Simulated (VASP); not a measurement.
Input of a VASP 6.6.1 run:

INCAR

```
ALGO = Fast
EDIFF = 1E-6
ENCUT = 520
GGA = PE
ISIF = 2
ISMEAR = 0
LASPH = T
LCHARG = T
LELF = T
LREAL = F
LVHAR = T
LWAVE = F
NBANDS = 18
NELM = 100
PREC = Accurate
SIGMA = 0.15
```

The input KPOINTS:

```
k-points
0
Gamma
  18 18 10
```

File POSCAR:

```
Sc
1.0
    3.3087978973      0.0000000000      0.0000000000
   -1.6543989486      2.8655030350      0.0071637576
    0.0000000000      0.0131700000      5.2680000000
Sc
2
Direct
    0.3333333333      0.6666666667      0.2500000000
    0.6666666667      0.3333333333      0.7500000000
```

Potentials or basis: VASP PAW PBE potentials, release 64 (Sc_sv).

The run is started by

```console
$ cat potpaw_PBE.64/Sc_sv/POTCAR > POTCAR
$ mpirun -np 1 vasp_std > vasp.out
```

Estimate the pressure.

-0.6 GPa.

Estimate the band gap on the k mesh.

zero (bands 11 and 12 overlap by 1.35 eV).

Stress tensor (GPa, compression positive):
```
-0.05  0.00  0.00
 0.00 -0.05 -0.14
 0.00 -0.14 -1.60
```

Caveat: the cell differs from its parent crystal (strain +0.0050 x Voigt [0, 0, 0, 1, 0, 0]).
